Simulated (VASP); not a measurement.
# BeZn2Se3 (I-4m2) in VASP: single point with PBE

Aim: the single point of BeZn2Se3 with PBE.

Program: VASP 6.6.1. These are calculated values, not measurements. Logs are shortened: lines on timing, memory, paths and dates and some standing lists are left out, and cuts for length are marked.

### Step 1. The cell of the first run

Symmetry: I-4m2, No. 119, tetragonal system. Conventional cell: a = 4.034 Å, b = 4.034 Å, c = 17.326 Å, α = 90.00°, β = 90.00°, γ = 90.00°. Within 3.1 Å of Be (site symmetry -4m2) lie 4 Se at 2.38 Å. Within 3.3 Å of Zn (site symmetry 2mm) lie 4 Se at 2.53 to 2.54 Å. Se (site symmetry 2mm) has 2 Be at 2.38 Å and 2 Zn at 2.54 Å within 3.1 Å. Se (site symmetry -4m2) has 4 Zn at 2.53 Å within 3.3 Å.

### Step 2. Single point, PBE (volume scaled by 1.10, then relaxed in part)

Contents of INCAR:

```
SYSTEM = BeZn2Se3
  ALGO = Normal
  EDIFF = 1E-7
  ENCUT = 520
  GGA = PE
  ISIF = 2
  ISMEAR = 0
  LASPH = .True.
  LCHARG = .False.
  LREAL = .False.
  LWAVE = .False.
  NBANDS = 31
  NELM = 100
  PREC = Accurate
  SIGMA = 0.02
```

Contents of KPOINTS:

```
k-points
0
Gamma
  10 10 10
  0 0 0
```

Contents of POSCAR:

```
BeZn2Se3
1.0
   -2.0171602827      2.0171602827      8.6631520040
    2.0171602827     -2.0171602827      8.6631520040
    2.0171602827      2.0171602827     -8.6631520040
Be Zn Se
1 2 3
Direct
    0.0000000000      0.0000000000      0.0000000000
    0.6616328215      0.6616328215      0.0000000000
    0.3383671785      0.3383671785      0.0000000000
    0.4275435273      0.9275435273      0.5000000000
    0.0724564727      0.5724564727      0.5000000000
    0.7500000000      0.2500000000      0.5000000000
```

Potentials or basis: VASP PAW PBE potentials, release 64 (Be, Zn, Se).

On the command line:

```sh
cat potpaw_PBE.64/Be/POTCAR potpaw_PBE.64/Zn/POTCAR potpaw_PBE.64/Se/POTCAR > POTCAR
mpirun -np 1 vasp_std > vasp.out
```

OUTCAR:

```text
SYSTEM = BeZn2Se3
   EDIFF = 1E-7
   ENCUT = 520
   GGA = PE
   ISIF = 2
   ISMEAR = 0
   LASPH = .True.
   LREAL = .False.
   NELM = 100
   PREC = Accurate

 ion  position               nearest neighbor table
   1  0.000  0.000  0.000-   5 2.38   4 2.38   5 2.38   4 2.38
   2  0.662  0.662  0.000-   6 2.53   6 2.53   5 2.54   5 2.54
   3  0.338  0.338  0.000-   6 2.53   6 2.53   4 2.54   4 2.54
   4  0.428  0.928  0.500-   1 2.38   1 2.38   3 2.54   3 2.54
   5  0.072  0.572  0.500-   1 2.38   1 2.38   2 2.54   2 2.54
   6  0.750  0.250  0.500-   3 2.53   2 2.53   3 2.53   2 2.53

  LATTYP: Found a body centered tetragonal cell.
 ALAT       =     4.0343205654
 C/A-ratio  =     4.2947266404

  Lattice vectors:

 A1 = (  -2.0171602827,   2.0171602827,   8.6631520040)
 A2 = (   2.0171602827,  -2.0171602827,   8.6631520040)
 A3 = (   2.0171602827,   2.0171602827,  -8.6631520040)

Analysis of symmetry for initial positions (statically):
=====================================================================
 Subroutine PRICEL returns:
 Original cell was already a primitive cell.

 Routine SETGRP: Setting up the symmetry group for a
 body centered tetragonal supercell.

 Subroutine GETGRP returns: Found  8 space group operations
 (whereof  8 operations were pure point group operations)
 out of a pool of 16 trial point group operations.

The static configuration has the point symmetry D_2d.

Analysis of symmetry for dynamics (positions and initial velocities):
=====================================================================
 Subroutine PRICEL returns:
 Original cell was already a primitive cell.

 Routine SETGRP: Setting up the symmetry group for a
 body centered tetragonal supercell.

 Subroutine GETGRP returns: Found  8 space group operations
 (whereof  8 operations were pure point group operations)
 out of a pool of 16 trial point group operations.

The dynamic configuration has the point symmetry D_2d.

 Subroutine INISYM returns: Found  8 space group operations
 (whereof  8 operations are pure point group operations),
 and found     1 'primitive' translations

----------------------------------------------------------------------------------------

                                     Primitive cell

  volume of cell :     140.9992

  direct lattice vectors                    reciprocal lattice vectors
    -2.017160283  2.017160283  8.663152004     0.000000000  0.247873213  0.057715714
     2.017160283 -2.017160283  8.663152004     0.247873213  0.000000000  0.057715714
     2.017160283  2.017160283 -8.663152004     0.247873213  0.247873213  0.000000000

  length of vectors
     9.120749632  9.120749632  9.120749632     0.254503896  0.254503896  0.350545659

  position of ions in fractional coordinates (direct lattice)
     0.000000000  0.000000000  0.000000000
     0.661632821  0.661632821  0.000000000
     0.338367179  0.338367179  0.000000000
     0.427543527  0.927543527  0.500000000
     0.072456473  0.572456473  0.500000000
     0.750000000  0.250000000  0.500000000

  ion indices of the primitive-cell ions
   primitive index   ion index
                 1           1
                 2           2
                 3           3
                 4           4
                 5           5
                 6           6

----------------------------------------------------------------------------------------

 KPOINTS: k-points

Automatic generation of k-mesh.
 Grid dimensions read from file:
 generate k-points for:   10   10   10

 Generating k-lattice:

  Cartesian coordinates                     Fractional coordinates (reciprocal lattice)
     0.000000000  0.024787321  0.005771571     0.100000000 -0.000000000  0.000000000
     0.024787321  0.000000000  0.005771571    -0.000000000  0.100000000  0.000000000
     0.024787321  0.024787321  0.000000000     0.000000000  0.000000000  0.100000000

  Length of vectors
     0.025450390  0.025450390  0.035054566

  Shift w.r.t. Gamma in fractional coordinates (k-lattice)
     0.000000000  0.000000000  0.000000000

 Subroutine IBZKPT returns following result:
 ===========================================

 Found    102 irreducible k-points:

 Following reciprocal coordinates:
            Coordinates               Weight
  0.000000  0.000000  0.000000      1.000000
  0.100000  0.000000  0.000000      8.000000
  0.200000  0.000000  0.000000      8.000000
  0.300000  0.000000  0.000000      8.000000
  0.400000  0.000000 -0.000000      8.000000
  0.500000  0.000000 -0.000000      4.000000
[... 16 lines left out ...]
  0.300000  0.300000  0.000000      8.000000
  0.400000  0.300000 -0.000000     16.000000
 [... further k-points ...]
   k-points           NKPTS =    102   k-points in BZ     NKDIM =    102   number of bands    NBANDS=     31
   number of dos      NEDOS =    301   number of ions     NIONS =      6
   total plane-waves  NPLWV = 343000
   dimension x,y,z NGX =    70 NGY =   70 NGZ =   70
   dimension x,y,z NGXF=   140 NGYF=  140 NGZF=  140
   ions per type =               1   2   3
   NGX,Y,Z   is equivalent  to a cutoff of  12.76, 12.76, 12.76 a.u.
   NGXF,Y,Z  is equivalent  to a cutoff of  25.52, 25.52, 25.52 a.u.
 SYSTEM =  BeZn2Se3
   PREC   = accura    normal or accurate (medium, high low for compatibility)
   ISTART =      0    job   : 0-new  1-cont  2-samecut
   ICHARG =      2    charge: 1-file 2-atom 10-const
   ISPIN  =      1    spin polarized calculation?
   LNONCOLLINEAR =      F non collinear calculations
   LSORBIT =      F    spin-orbit coupling
   LASPH  =      T    aspherical Exc in radial PAW
   ENCUT  =  520.0 eV  38.22 Ry    6.18 a.u.  16.96 16.96 16.96*2*pi/ulx,y,z
   NELM   =    100;   NELMIN=  2; NELMDL= -5     # of ELM steps
   EDIFF  = 0.1E-06   stopping-criterion for ELM
   LREAL  =      F    real-space projection
   EDIFFG = 0.1E-05   stopping-criterion for IOM
   NSW    =      0    number of steps for IOM
   IBRION =     -1    ionic relax: 0-MD 1-quasi-New 2-CG
   NFREE  =      0    steps in history (QN), initial steepest desc. (CG)
   ISIF   =      2    stress and relaxation
   ISYM   =      2    0-nonsym 1-usesym 2-fastsym
   POTIM  = 0.5000    time-step for ionic-motion
   TEBEG  =    0.0;   TEEND  =   0.0 temperature during run
   PSTRESS=    0.0 pullay stress
   NELECT =      44.0000    total number of electrons
   NUPDOWN=      -1.0000    fix difference up-down
   EMIN   =  10.00;   EMAX   =-10.00  energy-range for DOS
   EFERMI =   0.00;   METHOD = LEGACY
   ISMEAR =     0;   SIGMA  =   0.02  broadening in eV -4-tet -1-fermi 0-gaus
   EFERMI_NEDOS =   21; number of points for ismear=-14 and -15
   IALGO  =     38    algorithm
   IMIX   =      4    mixing-type and parameters
     AMIX     =   0.40;   BMIX     =  1.00
     AMIX_MAG =   1.60;   BMIX_MAG =  1.00
  volume/ion in A,a.u.               =      23.50       158.58
  Fermi-wavevector in a.u.,A,eV,Ry     =   1.110419  2.098387 16.776391  1.233030
  Thomas-Fermi vector in A             =   2.246970
   LORBIT       =      0    0 simple, 1 ext, 2 COOP (PROOUT), +10 PAW based schemes
   GGA     = PE    functional components
   LHFCALC =     F    Hartree Fock is set to
   AEXX    =    0.0000 exact exchange contribution
   IVDW    =     0    specifies the selected vdW correction
   LEPSILON=     F    determine dielectric tensor
   LRPA    =     F    only Hartree local field effects (RPA)
 non-spin polarized calculation
 Gauss-broadening in eV      SIGMA  =   0.02
  energy-cutoff  :      520.00
  volume of cell :      141.00
 maximum number of plane-waves:      3848
 NGX is ok and might be reduce to    70
   NGX = 33   NGY = 33   NGZ = 33

 number of electron      44.0000001 magnetization

 Free energy of the ion-electron system (eV)
  ---------------------------------------------------
  ext. energy  EPLUGINS =         0.00000000
  ---------------------------------------------------
  free energy    TOTEN  =       -20.55932002 eV

  energy without entropy =      -20.55932002  energy(sigma->0) =      -20.55932002

 E-fermi :   1.2990     XC(G=0):  -8.8472

 val. band max:        1.1903952842   @ k =   0.0000   0.0000   0.0000
 cond. band min:       2.6186971819   @ k =   0.0000   0.0000   0.0000
 fundamental gap:      1.4283018977
 Fermi energy:         1.2990105500

 k-point     1 :       0.0000    0.0000    0.0000
  band No.  band energies     occupation
      1     -11.6017      2.00000
      2     -10.9724      2.00000
      3     -10.7782      2.00000
      4      -5.0362      2.00000
      5      -4.9837      2.00000
      6      -4.9837      2.00000
[... 23 lines left out ...]
     30       6.7692      0.00000
     31       9.4124      0.00000

 k-point     2 :       0.1000    0.0000    0.0000
  band No.  band energies     occupation
      1     -11.5590      2.00000
      2     -10.9653      2.00000
      3     -10.7594      2.00000
      4      -5.0266      2.00000
      5      -4.9862      2.00000
      6      -4.9812      2.00000
[... 23 lines left out ...]
     30       6.9800      0.00000
     31       8.6410      0.00000

 k-point     3 :       0.2000    0.0000    0.0000
  band No.  band energies     occupation
      1     -11.4378      2.00000
      2     -10.9417      2.00000
      3     -10.7221      2.00000
      4      -5.0075      2.00000
      5      -4.9853      2.00000
      6      -4.9743      2.00000
[... 23 lines left out ...]
     30       7.3658      0.00000
     31       8.0977      0.00000

 k-point     4 :       0.3000    0.0000    0.0000
  band No.  band energies     occupation
      1     -11.2587      2.00000
      2     -10.9045      2.00000
      3     -10.7068      2.00000
      4      -4.9937      2.00000
      5      -4.9716      2.00000
      6      -4.9644      2.00000
[... 635 lines left out ...]
     30       7.5496      0.00000
     31       8.0488      0.00000

 k-point    23 :       0.3000    0.3000    0.0000
  band No.  band energies     occupation
      1     -10.9667      2.00000
      2     -10.8069      2.00000
      3     -10.6145      2.00000
      4      -4.9571      2.00000
      5      -4.9505      2.00000
      6      -4.9077      2.00000
[... 23 lines left out ...]
     30       7.8444      0.00000
     31       8.2932      0.00000

 k-point    24 :       0.4000    0.3000   -0.0000
  band No.  band energies     occupation
      1     -10.8201      2.00000
      2     -10.7397      2.00000
      3     -10.6326      2.00000
      4      -4.9506      2.00000
      5      -4.9273      2.00000
      6      -4.8945      2.00000
[... 23 lines left out ...]
     30       8.0970      0.00000
     31       8.5998      0.00000

 [... further k-points ...]
[... 5 lines left out ...]
  --------------------------------------------------------------------------------------
  -------------------------------------------------------------------------------------
  Total       -4.1282422     -4.1282422     -4.1334972      0.0000000      0.0000000      0.0000000
  in kB      -46.9093066    -46.9093066    -46.9690185      0.0000000      0.0000000      0.0000000
  external PRESSURE =     -46.9292106 kB  Pullay stress =       0.0000000 kB

 VOLUME and BASIS-vectors are now :
 -----------------------------------------------------------------------------
  energy-cutoff  :      520.00
  volume of cell :      141.00
      direct lattice vectors                 reciprocal lattice vectors
    -2.017160283  2.017160283  8.663152004     0.000000000  0.247873213  0.057715714
     2.017160283 -2.017160283  8.663152004     0.247873213  0.000000000  0.057715714
     2.017160283  2.017160283 -8.663152004     0.247873213  0.247873213  0.000000000

 POSITION                                       TOTAL-FORCE (eV/Angst)
 -----------------------------------------------------------------------------------
      0.00000      0.00000      0.00000         0.000000     -0.000000     -0.000000
      0.00000      0.00000     11.46365        -0.000000      0.000000     -0.002936
      0.00000      0.00000      5.86265        -0.000000      0.000000      0.002936
      2.01716      0.00000      7.40775         0.000000      0.000000      0.013603
      2.01716      0.00000      1.25540         0.000000     -0.000000     -0.013603
      0.00000      2.01716      4.33158         0.000000     -0.000000      0.000000
 -----------------------------------------------------------------------------------
    total drift:                                0.000001     -0.000001      0.000000

  FREE ENERGIE OF THE ION-ELECTRON SYSTEM (eV)
  ---------------------------------------------------
  free  energy   TOTEN  =       -20.5593200217 eV

  energy  without entropy=      -20.5593200217  energy(sigma->0) =      -20.55932002
```

It took 35 min on 1 thread of Oxide Virtual Turin-like, shared host; peak memory 0.92 GiB.

Results:

```yaml
Free_energy: -20.5593 eV
Pressure: -4.7 GPa
Largest_force: 0.014 eV/Å
Band_gap_on_the_k_mesh: 1.43 eV, direct
```

Forces in eV/Å, atoms in the order of the input:
```
Be   0.000  0.000  0.000
Zn   0.000  0.000 -0.003
Zn   0.000  0.000  0.003
Se   0.000  0.000  0.014
Se   0.000  0.000 -0.014
Se   0.000  0.000  0.000
```

 A k mesh can miss the band edges.
